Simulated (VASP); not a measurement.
Here is a VASP 6.6.1 calculation.

INCAR

```
SYSTEM = Ti
PREC     = Accurate       ! precision mode
ENCUT    = 520            ! plane-wave cutoff, eV
EDIFF    = 1E-7           ! SCF threshold, eV
ISMEAR   = 0              ! smearing method
SIGMA    = 0.1            ! smearing width, eV
LREAL    = .FALSE.        ! projectors in reciprocal space
LASPH    = .TRUE.         ! aspherical terms in the spheres
NELM     = 80             ! most SCF steps
ALGO     = Normal         ! electronic algorithm
ISIF     = 2              ! what is computed and relaxed
LWAVE    = .FALSE.        ! write WAVECAR
LCHARG   = .FALSE.        ! write CHGCAR
GGA      = PS             ! functional
NBANDS   = 12             ! bands
```

Contents of KPOINTS:

```
regular mesh
0
G
  18 18 18
  0 0 0
```

The input POSCAR:

```
Ti
1.0
    0.0000000000      1.9860460817      1.9860460817
    1.9860460817      0.0000000000      1.9860460817
    1.9860460817      1.9860460817      0.0000000000
Ti
1
Direct
    0.0000000000      0.0000000000      0.0000000000
```

Potentials or basis: VASP PAW PBE potentials, release 64 (Ti_sv).

Run with:

```bash
$ cat potpaw_PBE.64/Ti_sv/POTCAR > POTCAR
$ mpirun -np 1 vasp_std > vasp.out
```

Problem. Predict the band gap on the k mesh.

Solution. Zero (bands 6 and 7 overlap by 1.45 eV).

Problem. What does it give for the pressure?

Solution. 7.5 GPa.

Caveat: the cell stands under pressure; the PAW data sets were made with another functional, which shifts forces and pressure a little.
